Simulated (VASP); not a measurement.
# BaF2 (Fm-3m) in VASP: further runs

The runs below take BaF2 through single point, relaxation of cell and atoms, with PBE.

Program: VASP 6.6.1. These are calculated values, not measurements. Logs are shortened: lines on timing, memory, paths and dates and some standing lists are left out, and cuts for length are marked.

### 1 The cell of the first run

The structure is cubic, space group Fm-3m (No. 225). The conventional cell has a = 6.245 Å, b = 6.245 Å, c = 6.245 Å, α = 90.00°, β = 90.00°, γ = 90.00°. Ba (site symmetry m-3m) has 8 F at 2.70 Å within 3.6 Å. Within 3.6 Å of F (site symmetry -43m) lie 4 Ba at 2.70 Å and 6 F at 3.12 Å.

### 2 Single point, PBE

File INCAR:

```
  ALGO = Normal
  EDIFF = 1E-6
  ENCUT = 600
  GGA = PE
  GGA_COMPAT = F
  ISIF = 2
  ISMEAR = 0
  LASPH = T
  LCHARG = F
  LREAL = F
  LWAVE = F
  NBANDS = 19
  NELM = 120
  PREC = Accurate
  SIGMA = 0.02
```

File KPOINTS:

```
k-points
0
Gamma
  6 6 6
```

File POSCAR:

```
BaF2
1.0
    0.0000000000      3.1223914819      3.1223914819
    3.1223914819      0.0000000000      3.1223914819
    3.1223914819      3.1223914819      0.0000000000
Ba F
1 2
Direct
    0.0000000000      0.0000000000      0.0000000000
    0.2500000000      0.2500000000      0.2500000000
    0.7500000000      0.7500000000      0.7500000000
```

Potentials or basis: VASP PAW PBE potentials, release 64 (Ba_sv, F).

The run is started by

```bash
cat potpaw_PBE.64/Ba_sv/POTCAR potpaw_PBE.64/F/POTCAR > POTCAR
mpirun -np 1 vasp_std > vasp.out
```

OUTCAR:

```text
EDIFF = 1E-6
   ENCUT = 600
   GGA = PE
   ISIF = 2
   ISMEAR = 0
   LASPH = T
   LREAL = F
   NELM = 120
   PREC = Accurate

 ion  position               nearest neighbor table
   1  0.000  0.000  0.000-   3 2.70   3 2.70   3 2.70   2 2.70   3 2.70   2 2.70   2 2.70   2 2.70

   2  0.250  0.250  0.250-   1 2.70   1 2.70   1 2.70   1 2.70
   3  0.750  0.750  0.750-   1 2.70   1 2.70   1 2.70   1 2.70

  LATTYP: Found a face centered cubic cell.
 ALAT       =     6.2447829638

  Lattice vectors:

 A1 = (   0.0000000000,   3.1223914819,   3.1223914819)
 A2 = (   3.1223914819,   0.0000000000,   3.1223914819)
 A3 = (   3.1223914819,   3.1223914819,   0.0000000000)

Analysis of symmetry for initial positions (statically):
=====================================================================
 Subroutine PRICEL returns:
 Original cell was already a primitive cell.

 Routine SETGRP: Setting up the symmetry group for a
 face centered cubic supercell.

 Subroutine GETGRP returns: Found 48 space group operations
 (whereof 48 operations were pure point group operations)
 out of a pool of 48 trial point group operations.

The static configuration has the point symmetry O_h .

Analysis of symmetry for dynamics (positions and initial velocities):
=====================================================================
 Subroutine PRICEL returns:
 Original cell was already a primitive cell.

 Routine SETGRP: Setting up the symmetry group for a
 face centered cubic supercell.

 Subroutine GETGRP returns: Found 48 space group operations
 (whereof 48 operations were pure point group operations)
 out of a pool of 48 trial point group operations.

The dynamic configuration has the point symmetry O_h .

 Subroutine INISYM returns: Found 48 space group operations
 (whereof 48 operations are pure point group operations),
 and found     1 'primitive' translations

----------------------------------------------------------------------------------------

                                     Primitive cell

  volume of cell :      60.8824

  direct lattice vectors                    reciprocal lattice vectors
     0.000000000  3.122391482  3.122391482    -0.160133668  0.160133668  0.160133668
     3.122391482  0.000000000  3.122391482     0.160133668 -0.160133668  0.160133668
     3.122391482  3.122391482  0.000000000     0.160133668  0.160133668 -0.160133668

  length of vectors
     4.415728381  4.415728381  4.415728381     0.277359648  0.277359648  0.277359648

  position of ions in fractional coordinates (direct lattice)
     0.000000000  0.000000000  0.000000000
     0.250000000  0.250000000  0.250000000
     0.750000000  0.750000000  0.750000000

  ion indices of the primitive-cell ions
   primitive index   ion index
                 1           1
                 2           2
                 3           3

----------------------------------------------------------------------------------------

 KPOINTS: k-points

Automatic generation of k-mesh.
 Grid dimensions read from file:
 generate k-points for:    6    6    6

 Generating k-lattice:

  Cartesian coordinates                     Fractional coordinates (reciprocal lattice)
    -0.026688945  0.026688945  0.026688945     0.166666667  0.000000000  0.000000000
     0.026688945 -0.026688945  0.026688945     0.000000000  0.166666667  0.000000000
     0.026688945  0.026688945 -0.026688945     0.000000000  0.000000000  0.166666667

  Length of vectors
     0.046226608  0.046226608  0.046226608

  Shift w.r.t. Gamma in fractional coordinates (k-lattice)
     0.000000000  0.000000000  0.000000000

 Subroutine IBZKPT returns following result:
 ===========================================

 Found     16 irreducible k-points:

 Following reciprocal coordinates:
            Coordinates               Weight
  0.000000  0.000000  0.000000      1.000000
  0.166667  0.000000  0.000000      8.000000
  0.333333  0.000000  0.000000      8.000000
  0.500000  0.000000  0.000000      4.000000
  0.166667  0.166667  0.000000      6.000000
  0.333333  0.166667  0.000000     24.000000
[... 8 lines left out ...]
 -0.333333  0.333333  0.166667     24.000000
 -0.333333  0.500000  0.166667     12.000000
   k-points           NKPTS =     16   k-points in BZ     NKDIM =     16   number of bands    NBANDS=     19
   number of dos      NEDOS =    301   number of ions     NIONS =      3
   total plane-waves  NPLWV =  46656
   dimension x,y,z NGX =    36 NGY =   36 NGZ =   36
   dimension x,y,z NGXF=    72 NGYF=   72 NGZF=   72
   ions per type =               1   2
   NGX,Y,Z   is equivalent  to a cutoff of  13.55, 13.55, 13.55 a.u.
   NGXF,Y,Z  is equivalent  to a cutoff of  27.11, 27.11, 27.11 a.u.
 SYSTEM =  unknown system
   PREC   = accura    normal or accurate (medium, high low for compatibility)
   ISTART =      0    job   : 0-new  1-cont  2-samecut
   ICHARG =      2    charge: 1-file 2-atom 10-const
   ISPIN  =      1    spin polarized calculation?
   LNONCOLLINEAR =      F non collinear calculations
   LSORBIT =      F    spin-orbit coupling
   LASPH  =      T    aspherical Exc in radial PAW
   ENCUT  =  600.0 eV  44.10 Ry    6.64 a.u.   8.82  8.82  8.82*2*pi/ulx,y,z
   NELM   =    120;   NELMIN=  2; NELMDL= -5     # of ELM steps
   EDIFF  = 0.1E-05   stopping-criterion for ELM
   LREAL  =      F    real-space projection
[... 7 lines left out ...]
   TEBEG  =    0.0;   TEEND  =   0.0 temperature during run
   PSTRESS=    0.0 pullay stress
   NELECT =      24.0000    total number of electrons
   NUPDOWN=      -1.0000    fix difference up-down
   EMIN   =  10.00;   EMAX   =-10.00  energy-range for DOS
   EFERMI =   0.00;   METHOD = LEGACY
   ISMEAR =     0;   SIGMA  =   0.02  broadening in eV -4-tet -1-fermi 0-gaus
   EFERMI_NEDOS =   21; number of points for ismear=-14 and -15
   IALGO  =     38    algorithm
   IMIX   =      4    mixing-type and parameters
     AMIX     =   0.40;   BMIX     =  1.00
     AMIX_MAG =   1.60;   BMIX_MAG =  1.00
  volume/ion in A,a.u.               =      20.29       136.95
  Fermi-wavevector in a.u.,A,eV,Ry     =   1.200368  2.268367 19.604422  1.440884
  Thomas-Fermi vector in A             =   2.336206
   LORBIT       =      0    0 simple, 1 ext, 2 COOP (PROOUT), +10 PAW based schemes
   GGA     = PE    functional components
   LHFCALC =     F    Hartree Fock is set to
   AEXX    =    0.0000 exact exchange contribution
   IVDW    =     0    specifies the selected vdW correction
   LEPSILON=     F    determine dielectric tensor
   LRPA    =     F    only Hartree local field effects (RPA)
 non-spin polarized calculation
 Gauss-broadening in eV      SIGMA  =   0.02
  energy-cutoff  :      600.00
  volume of cell :       60.88
 maximum number of plane-waves:      2085
   NGX = 17   NGY = 17   NGZ = 17

 number of electron      24.0000013 magnetization

 Free energy of the ion-electron system (eV)
  ---------------------------------------------------
  ext. energy  EPLUGINS =         0.00000000
  ---------------------------------------------------
  free energy    TOTEN  =       -17.12795907 eV

  energy without entropy =      -17.12795907  energy(sigma->0) =      -17.12795907

 E-fermi :  -2.0825     XC(G=0):  -8.6024

 val. band max:       -2.1680598509   @ k =  -0.1667   0.1667   0.0000
 cond. band min:       4.5114818538   @ k =   0.0000   0.0000   0.0000
 fundamental gap:      6.6795417046
 Fermi energy:        -2.0825428625

 k-point     1 :       0.0000    0.0000    0.0000
  band No.  band energies     occupation
      1     -25.3157      2.00000
      2     -21.0582      2.00000
      3     -21.0364      2.00000
      4     -10.1824      2.00000
      5     -10.1824      2.00000
      6     -10.1824      2.00000
[... 11 lines left out ...]
     18       9.0560      0.00000
     19      13.1423      0.00000

 k-point     2 :       0.1667    0.0000    0.0000
  band No.  band energies     occupation
      1     -25.2713      2.00000
      2     -21.0971      2.00000
      3     -21.0770      2.00000
      4     -10.2257      2.00000
      5     -10.2198      2.00000
      6     -10.2198      2.00000
[... 11 lines left out ...]
     18       9.0833      0.00000
     19      12.1063      0.00000

 k-point     3 :       0.3333    0.0000    0.0000
  band No.  band energies     occupation
      1     -25.1781      2.00000
      2     -21.2201      2.00000
      3     -21.1179      2.00000
      4     -10.3004      2.00000
      5     -10.2921      2.00000
      6     -10.2921      2.00000
[... 11 lines left out ...]
     18       9.1786      0.00000
     19      11.1667      0.00000

 k-point     4 :       0.5000    0.0000    0.0000
  band No.  band energies     occupation
      1     -25.1292      2.00000
      2     -21.2850      2.00000
      3     -21.1376      2.00000
      4     -10.3326      2.00000
      5     -10.3269      2.00000
      6     -10.3269      2.00000
[... 11 lines left out ...]
     18       9.2542      0.00000
     19      11.5014      0.00000

 k-point     5 :       0.1667    0.1667    0.0000
  band No.  band energies     occupation
      1     -25.2563      2.00000
      2     -21.1127      2.00000
      3     -21.0877      2.00000
      4     -10.2768      2.00000
      5     -10.2768      2.00000
      6     -10.1502      2.00000
[... 11 lines left out ...]
     18       9.1595      0.00000
     19      13.1764      0.00000
[... 158 lines left out ...]
      2     -21.3554      2.00000
      3     -21.1746      2.00000
      4     -10.5396      2.00000
      5     -10.5396      2.00000
      6     -10.0399      2.00000
[... 11 lines left out ...]
     18      10.5342      0.00000
     19      12.4683      0.00000

 k-point    14 :       0.5000    0.3333    0.1667
  band No.  band energies     occupation
      1     -25.1140      2.00000
      2     -21.2598      2.00000
      3     -21.1882      2.00000
      4     -10.4534      2.00000
      5     -10.3775      2.00000
      6     -10.1968      2.00000
[... 11 lines left out ...]
     18      10.0710      0.00000
     19      12.1185      0.00000

 k-point    15 :      -0.3333    0.3333    0.1667
  band No.  band energies     occupation
      1     -25.0807      2.00000
      2     -21.2711      2.00000
      3     -21.2340      2.00000
      4     -10.4996      2.00000
      5     -10.2990      2.00000
      6     -10.2983      2.00000
[... 11 lines left out ...]
     18      11.0574      0.00000
     19      11.6358      0.00000

 k-point    16 :      -0.3333    0.5000    0.1667
  band No.  band energies     occupation
      1     -25.0641      2.00000
      2     -21.3113      2.00000
      3     -21.2209      2.00000
      4     -10.5504      2.00000
      5     -10.4137      2.00000
      6     -10.1638      2.00000
[... 11 lines left out ...]
     18      12.0652      0.00000
     19      12.2929      0.00000

------------------------ aborting loop because EDIFF is reached ----------------------------------------

  FORCE on cell =-STRESS in cart. coord.  units (eV):
  Direction    XX          YY          ZZ          XY          YZ          ZX
  --------------------------------------------------------------------------------------
  -------------------------------------------------------------------------------------
  Total        0.3596163      0.3596163      0.3596163     -0.0000000      0.0000000     -0.0000000
  in kB        9.4636330      9.4636330      9.4636330     -0.0000000      0.0000000     -0.0000000
  external PRESSURE =       9.4636330 kB  Pullay stress =       0.0000000 kB

 VOLUME and BASIS-vectors are now :
 -----------------------------------------------------------------------------
  energy-cutoff  :      600.00
  volume of cell :       60.88
      direct lattice vectors                 reciprocal lattice vectors
     0.000000000  3.122391482  3.122391482    -0.160133668  0.160133668  0.160133668
     3.122391482  0.000000000  3.122391482     0.160133668 -0.160133668  0.160133668
     3.122391482  3.122391482  0.000000000     0.160133668  0.160133668 -0.160133668

 POSITION                                       TOTAL-FORCE (eV/Angst)
 -----------------------------------------------------------------------------------
      0.00000      0.00000      0.00000        -0.000000     -0.000000     -0.000000
      1.56120      1.56120      1.56120        -0.000000      0.000000      0.000000
      4.68359      4.68359      4.68359         0.000000     -0.000000     -0.000000
 -----------------------------------------------------------------------------------
    total drift:                                0.000000      0.000000      0.000000

  FREE ENERGIE OF THE ION-ELECTRON SYSTEM (eV)
  ---------------------------------------------------
  free  energy   TOTEN  =       -17.1279590662 eV

  energy  without entropy=      -17.1279590662  energy(sigma->0) =      -17.12795907
```

Run time: 37 s. Hardware: 1 thread of AMD EPYC 7R43 (Zen 3), shared host; peak memory 0.17 GiB.

Results:

```yaml
Free_energy: -17.1280 eV
Pressure: 0.9 GPa
Band_gap_on_the_k_mesh: 6.68 eV (least direct gap 6.74 eV)
```

Caveat: spin-orbit coupling is left out, which moves the levels of the heavy elements.

(Continued in part 2 of 2.)
